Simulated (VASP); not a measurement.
A run of VASP 6.6.1:

Contents of INCAR:

```
SYSTEM = Sb
PREC = Accurate
ENCUT = 520
EDIFF = 1E-6
ISMEAR = -1
SIGMA = 0.05
LREAL = .False.
LASPH = .True.
NELM = 100
ALGO = Normal
ISIF = 2
LWAVE = .False.
LCHARG = .False.
GGA = PS
IVDW = 13
NBANDS = 12
```

The input KPOINTS:

```
Automatic mesh
0
Gamma
  8 8 8
  0 0 0
```

POSCAR

```
Sb
1.0
    2.1454786561      1.2386926796      3.6230280566
   -2.1454786561      1.2386926796      3.6230280566
    0.0000000000     -2.4773853593      3.6230280566
Sb
2
Direct
    0.7630627440      0.7630627440      0.7630627440
    0.2369372560      0.2369372560      0.2369372560
```

Potentials or basis: VASP PAW PBE potentials, release 64 (Sb).

Launch:

```sh
$ cat potpaw_PBE.64/Sb/POTCAR > POTCAR
$ mpirun -np 1 vasp_std > vasp.out
```

Hardware: 1 thread of AMD EPYC 7R43 64-Core Processor (Zen 3), with other jobs on the host.

How long does it take, and how much memory?

Wall time 58 s on 1 thread of AMD EPYC 7R43 64-Core Processor (Zen 3) (shared host), peak memory 0.18 GiB. Counts: scf iterations 10, k points 65.
